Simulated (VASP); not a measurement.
Input of a VASP 6.6.1 run:

File INCAR:

```
SYSTEM = AgI
PREC     = Accurate       ! precision mode
ENCUT    = 500            ! plane-wave cutoff, eV
EDIFF    = 1E-6           ! SCF threshold, eV
ISMEAR   = 0              ! smearing method
SIGMA    = 0.01           ! smearing width, eV
LREAL    = .FALSE.        ! projectors in reciprocal space
LASPH    = .TRUE.         ! aspherical terms in the spheres
NELM     = 120            ! most SCF steps
ALGO     = Normal         ! electronic algorithm
ISIF     = 2              ! what is computed and relaxed
LWAVE    = .FALSE.        ! write WAVECAR
LCHARG   = .TRUE.         ! write CHGCAR
GGA      = PS             ! functional
LELF     = .TRUE.         ! ELF
LVHAR    = .TRUE.       
NBANDS   = 26             ! bands
GGA_COMPAT= .FALSE.
```

KPOINTS

```
regular mesh
0
G
  8 8 1
  0 0 0
```

The input POSCAR:

```
AgI
1.0
    4.6508717364      0.0000000000      0.0000000000
   -2.3254358682      4.0277730735      0.0000000000
    0.0000000000      0.0000000000      7.5992966317
Ag I
2 2
Direct
    0.3333333333      0.6666666667      0.0000048555
    0.6666666667      0.3333333333      0.5000048555
    0.3333333333      0.6666666667      0.3749951445
    0.6666666667      0.3333333333      0.8749951445
```

Potentials or basis: VASP PAW PBE potentials, release 64 (Ag, I).

Command:

```bash
$ cat potpaw_PBE.64/Ag/POTCAR potpaw_PBE.64/I/POTCAR > POTCAR
$ mpirun -np 1 vasp_std > vasp.out
```

(1) Estimate the band gap on the k mesh.

(2) What does it give for the largest force?

## Answers

(1) 1.24 eV.

(2) 0.150 eV/Å.

Caveat: the k points lie up to 0.83 Å⁻¹ apart; the PAW data sets were made with another functional, which shifts forces and pressure a little; spin-orbit coupling is left out, which moves the levels of the heavy elements.
